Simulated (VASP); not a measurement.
Wanted: the native input for a VASP 6.6.1 run.

```yaml
Task: single point
Functional: PBEsol
Potentials_or_basis: VASP PAW PBE potentials, release 64 (In_d, As)
Cutoff: 520 eV
k_mesh: 14 × 14 × 14
Occupations: gaussian, width 0.15 eV
Spin: no spin polarisation
Dipole_correction: no
Further_INCAR_settings: ALGO = Normal; EDIFF = 1e-06; NBANDS = 16
```

The structure of InAs lies in POSCAR:

```
InAs
1.0
    0.0000000000      2.8720663206      2.8720663206
    2.8720663206      0.0000000000      2.8720663206
    2.8720663206      2.8720663206      0.0000000000
In As
1 1
Direct
    0.0000000000      0.0000000000      0.0000000000
    0.7500000000      0.7500000000      0.7500000000
```

One way to write it, as run:

INCAR

```
PREC = Accurate ; ENCUT = 520
EDIFF = 1E-6 ; ISMEAR = 0
SIGMA = 0.15 ; LREAL = False
LASPH = True ; NELM = 100
ALGO = Normal ; ISIF = 2
LWAVE = False ; LCHARG = False
GGA = PS ; NBANDS = 16
```

KPOINTS

```
Automatic mesh
0
Gamma
  14 14 14
```

Potentials or basis: VASP PAW PBE potentials, release 64 (In_d, As).

The run is started by

```bash
$ cat potpaw_PBE.64/In_d/POTCAR potpaw_PBE.64/As/POTCAR > POTCAR
$ mpirun -np 1 vasp_std > vasp.out
```

It gave:

| Quantity | Value |
| --- | --- |
| Pressure | 14.7 GPa |
| Band gap on the k mesh | 0.50 eV |

Caveat: the cell stands under pressure; semilocal functionals underestimate gaps, and a narrow one can read as zero; the PAW data sets were made with another functional, which shifts forces and pressure a little; spin-orbit coupling is left out, which moves the levels of the heavy elements.

Wall time 110 s on 1 thread of Intel Xeon 8259CL, on a shared host, peak memory 0.23 GiB.
